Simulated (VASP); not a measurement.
A run of VASP 6.6.1:

The input POSCAR:

```
BePd
1.0
    2.7845839158      0.0000000000      0.0000000000
    0.0000000000      2.7845839158      0.0000000000
    0.0000000000      0.0000000000      2.7845839158
Be Pd
1 1
Direct
    0.0000000000      0.0000000000      0.0000000000
    0.5000000000      0.5000000000      0.5000000000
```

INCAR.step1

```
SYSTEM = BePd
PREC = Accurate ; ENCUT = 600
ISMEAR = -1 ; SIGMA = 0.05
LREAL = .False. ; LASPH = .True.
NELM = 100 ; GGA = PE
ALGO = Normal ; EDIFF = 1E-4
LWAVE = .True. ; LCHARG = .False.
```

INCAR.step2

```
SYSTEM = BePd
PREC = Accurate ; ENCUT = 600
EDIFF = 1E-7 ; ISMEAR = -1
SIGMA = 0.05 ; LREAL = .False.
LASPH = .True. ; NELM = 100
ALGO = Normal ; ISIF = 3
LWAVE = .False. ; LCHARG = .False.
METAGGA = R2SCAN ; LMIXTAU = .True.
IBRION = 2 ; NSW = 100
EDIFFG = -0.005 ; ISTART = 1
```

File KPOINTS:

```
Automatic mesh
0
Gamma
  12 12 12
  0 0 0
```

Potentials or basis: VASP PAW PBE potentials, release 64 (Be, Pd).

Command:

```sh
$ cat potpaw_PBE.64/Be/POTCAR potpaw_PBE.64/Pd/POTCAR > POTCAR
$ cp INCAR.step1 INCAR
$ mpirun -np 1 vasp_std > vasp.out
$ cp INCAR.step2 INCAR
$ mpirun -np 1 vasp_std > vasp.out
```

Hardware: 1 thread of AMD EPYC 9R45 96-Core Processor (Zen 5) (shared host).

Estimate the wall time of this run.

It took 100 s on 1 thread of AMD EPYC 9R45 96-Core Processor (Zen 5), with other jobs on the host, peak memory 0.14 GiB. Counts: k points 84, ion steps 3.
